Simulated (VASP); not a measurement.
Write the native input for VASP 6.6.1 that does the following.

| Property | Result |
| --- | --- |
| Task | single point |
| Functional | PBE |
| Potentials or basis | VASP PAW PBE potentials, release 64 (Zn, O) |
| Cutoff | 520 eV |
| k mesh | 12 × 12 × 6 |
| Occupations | gaussian, width 0.05 eV |
| Spin | no spin polarisation |
| Dipole correction | no |
| Further INCAR settings | ALGO = Normal; EDIFF = 1e-06; NBANDS = 26 |

The structure of ZnO lies in POSCAR:

```
ZnO
1.0
    3.3244052221      0.0000000000      0.0000000000
   -1.6622026110      2.8790193749      0.0000000000
    0.0000000000      0.0000000000      5.1510221937
Zn O
2 2
Direct
    0.3333333333      0.6666666667      0.0015026883
    0.6666666667      0.3333333333      0.5015026883
    0.3333333333      0.6666666667      0.3805973117
    0.6666666667      0.3333333333      0.8805973117
```

This cell differs from its parent crystal: ratio of the length along z to the lengths across it x 0.96, volume and fractional coordinates fixed.

These files were run (other wordings do the same):

INCAR

```
ALGO = Normal
EDIFF = 1E-6
ENCUT = 520
GGA = PE
ISIF = 2
ISMEAR = 0
LASPH = True
LCHARG = False
LREAL = False
LWAVE = False
NBANDS = 26
NELM = 80
PREC = Accurate
SIGMA = 0.05
```

KPOINTS

```
k-points
0
Gamma
  12 12 6
```

Potentials or basis: VASP PAW PBE potentials, release 64 (Zn, O).

Command:

```console
$ cat potpaw_PBE.64/Zn/POTCAR potpaw_PBE.64/O/POTCAR > POTCAR
$ mpirun -np 1 vasp_std > vasp.out
```

It gave:

```yaml
Pressure: 1.2 GPa
Largest_force: 0.374 eV/Å
Band_gap_on_the_k_mesh: 0.77 eV, direct
```

It took 41 s on 1 thread of Intel(R) Xeon(R) 6975P-C (Granite Rapids), on a shared host, peak memory 0.22 GiB.
